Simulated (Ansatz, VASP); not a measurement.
## PbI2: VASP beside Ansatz

File INCAR:

```
ALGO     = Normal         # electronic algorithm
EDIFF    = 1E-8           # SCF threshold, eV
ENCUT    = 400            # plane-wave cutoff, eV
GGA      = PE             # functional
GGA_COMPAT= False        
ISIF     = 2              # what is computed and relaxed
ISMEAR   = -1             # smearing method
LASPH    = True           # aspherical terms in the spheres
LCHARG   = False          # write CHGCAR
LEFG     = True         
LREAL    = False          # projectors in reciprocal space
LWAVE    = False          # write WAVECAR
NBANDS   = 21             # bands
NELM     = 120            # most SCF steps
PREC     = Accurate       # precision mode
SIGMA    = 0.03           # smearing width, eV
```

KPOINTS

```
k-points
0
Gamma
  7 7 4
```

Contents of POSCAR:

```
PbI2
1.0
    4.4125961816      0.0000000000      0.0000000000
   -2.2062980908      3.8214203899      0.0000000000
    0.0000000000      0.0000000000      6.7405912200
Pb I
1 2
Direct
    0.0000000000      0.0000000000      0.0000000000
    0.6666666667      0.3333333333      0.7151065040
    0.3333333333      0.6666666667      0.2848934960
```

Input for Ansatz:

```yaml
crystal:
  lattice:
    - [4.4125961816, 0.0, 0.0]
    - [-2.2062980908, 3.8214203899, 0.0]
    - [0.0, 0.0, 6.74059122]
  atoms:
    - { symbol: Pb, position: [0.0, 0.0, 0.0] }
    - { symbol: I, position: [0.6666666667, 0.3333333333, 0.715106504] }
    - { symbol: I, position: [0.3333333333, 0.6666666667, 0.284893496] }
kpoints:
  mp_grid: { grid: [7, 7, 4] }
  band_path:
    path:
      - [0.0, 0.0, 0.0]
      - [0.5, 0.0, 0.0]
      - [0.3333333333, 0.3333333333, 0.0]
      - [0.0, 0.0, 0.0]
      - [0.0, 0.0, 0.5]
      - [0.5, 0.0, 0.5]
      - [0.3333333333, 0.3333333333, 0.5]
      - [0.0, 0.0, 0.5]
      - [0.5, 0.0, 0.5]
    npoints: 6
scf:
  occupations: { method: fermi_dirac, width: 0.03 }
hamiltonian:
  xc: pbe
  pseudopotentials: { kind: paw }
output:
  forces: true
  stress: true
  eigenvalues: true
  efg: { contact_densities: true }
  populations: true
  write_density: true
  write_potential: true
  elf: true
  volumetric_format: npy
```

Change from the starting cell: volume scaled by 0.85, PAW files.

Alike in both runs: task electric field gradients; functional PBE; k mesh 7 × 7 × 4; occupations fermi-dirac, width 0.03 eV; no spin polarisation.

```csv
,VASP,Ansatz
version,VASP 6.6.1,Ansatz 0.2.0
potentials or method,"VASP PAW PBE potentials, release 64 (Pb_d, I)","PAW with Ansatz's default frozen-core files, scalar-relativistic"
plane-wave cutoff (eV),400,420
valence electrons in the cell,28,48
```

VASP gave:

- gap on the k mesh at the Fermi level (eV): 1.99
- pressure (GPa): 3.5
- size of Vzz on the site where it differs most (V/Å²): 6.7

Problem. Estimate Ansatz's values.

Solution. gap on the k mesh at the Fermi level (eV): 1.99; pressure (GPa): 3.5; size of Vzz on the site where it differs most (V/Å²): 2.1.

The functional is the same, so the differences come from potentials, cutoffs and numerics. VASP's potentials hold 28 valence electrons a cell and Ansatz's 48, so a difference there can come from the potentials and not from the codes.

Spin-orbit coupling is off throughout.
